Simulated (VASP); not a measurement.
Set up this calculation in VASP 6.6.1, as the native input.

| Item | Value |
| --- | --- |
| Task | relaxation of the atoms |
| Functional | PBE |
| Potentials or basis | VASP PAW PBE potentials, release 64 (Ti_sv) |
| Cutoff | 450 eV |
| k mesh | 18 × 18 × 10 |
| Occupations | fermi-dirac, width 0.05 eV |
| Spin | no spin polarisation |
| Dipole correction | no |
| Further INCAR settings | ALGO = Normal; EDIFF = 1e-07; IBRION = 2; EDIFFG = -0.02; NSW = 80 |

The structure of Ti lies in POSCAR:

```
Ti
1.0
    2.9301986205      0.0000000000      0.0000000000
   -1.4650993102      2.5376264435      0.0000000000
    0.0000000000      0.0000000000      4.6545493880
Ti
2
Direct
    0.3333333333      0.6666666667      0.2500000000
    0.6666666667      0.3333333333      0.7500000000
```

One way to write it, as run:

INCAR

```
PREC = Accurate
ENCUT = 450
EDIFF = 1E-7
ISMEAR = -1
SIGMA = 0.05
LREAL = False
LASPH = True
NELM = 120
ALGO = Normal
ISIF = 2
LWAVE = False
LCHARG = False
GGA = PE
IBRION = 2
NSW = 80
EDIFFG = -0.02
GGA_COMPAT = False
NELMIN = 4
```

KPOINTS

```
regular mesh
0
Gamma
  18 18 10
```

Potentials or basis: VASP PAW PBE potentials, release 64 (Ti_sv).

The run is started by

```sh
$ cat potpaw_PBE.64/Ti_sv/POTCAR > POTCAR
$ mpirun -np 1 vasp_std > vasp.out
```

It gave:

```yaml
Pressure_after_relaxing: -0.1 GPa
Band_gap_on_the_k_mesh: zero (bands 12 and 13 overlap by 1.11 eV)
```

It took 100 s on 1 thread of Intel(R) Xeon(R) Platinum 8259CL CPU @ 2.50GHz (Skylake/Cascade Lake), with other jobs on the host, peak memory 0.2 GiB.
